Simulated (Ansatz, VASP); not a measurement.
One calculation of Ge, two programs

```
CELL_PARAMETERS angstrom
4.02805 -0.05886 0.03618
-2.06500 3.33141 0.01361
0.05973 0.06043 6.37653
ATOMIC_POSITIONS crystal
Ge 0.68416 0.32943 0.09061
Ge 0.35385 0.68558 0.56139
Ge 0.70009 0.34104 0.44341
Ge 0.35067 0.70502 0.93471
```

Alike in both runs: task single point; functional PBEsol; k mesh 5 × 5 × 3; occupations methfessel-paxton of order 1, width 0.1 eV; no spin polarisation.

|  | VASP | Ansatz |
| --- | --- | --- |
| version | VASP 6.6.1 | Ansatz 0.2.0 |
| potentials or method | VASP PAW PBE potentials, release 64 (Ge_d), cutoff 520 eV | plane waves, PAW |
| valence electrons in the cell | 56 | 56 |

|  | VASP | Ansatz | Ansatz less VASP |
| --- | --- | --- | --- |
| pressure (GPa) | 8.0 | 8.1 | +0.09 |
| traceless stress, the component that is largest in VASP (GPa) | -8.85 | -8.88 | -0.028 |
| rms of the force components (eV/Å) | 1.251 | 1.254 | +0.0031 |

VASP's potentials were made for PBE, not for PBEsol. Atom by atom the forces differ by 0.004 eV/Å (rms over components). The functional is the same, so the differences come from potentials, cutoffs and numerics. Ansatz's warnings: stress scf threshold loose.

The k mesh is coarse, so the values compare programs but aren't converged.
